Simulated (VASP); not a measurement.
A run of VASP 6.6.1:

INCAR

```
SYSTEM = Ag
PREC     = Accurate       ! precision mode
ENCUT    = 520            ! plane-wave cutoff, eV
EDIFF    = 1E-8           ! SCF threshold, eV
ISMEAR   = -1             ! smearing method
SIGMA    = 0.05           ! smearing width, eV
LREAL    = .False.        ! projectors in reciprocal space
LASPH    = .True.         ! aspherical terms in the spheres
NELM     = 100            ! most SCF steps
ALGO     = Normal         ! electronic algorithm
ISIF     = 2              ! what is computed and relaxed
LWAVE    = .False.        ! write WAVECAR
LCHARG   = .False.        ! write CHGCAR
NBANDS   = 12             ! bands
IBRION   = 8              ! ionic algorithm
NSW      = 1              ! ionic steps
```

File KPOINTS:

```
regular mesh
0
Gamma
  8 8 8
  0 0 0
```

File POSCAR:

```
Ag
1.0
   -1.6556540000      1.6556540000      1.6556540000
    1.6556540000     -1.6556540000      1.6556540000
    1.6556540000      1.6556540000     -1.6556540000
Ag
1
Direct
    0.0000000000      0.0000000000      0.0000000000
```

Potentials or basis: VASP PAW LDA potentials, release 64 (Ag).

Launch:

```sh
$ cat potpaw_LDA.64/Ag/POTCAR > POTCAR
$ mpirun -np 1 vasp_std > vasp.out
```

Hardware: 1 thread of Intel Xeon 8259CL (shared host).

Task: Estimate the wall time of this run.

Result: Wall time 26 s on 1 thread of Intel Xeon 8259CL (shared host), peak memory 0.15 GiB. Counts: scf iterations 23, k points 29.
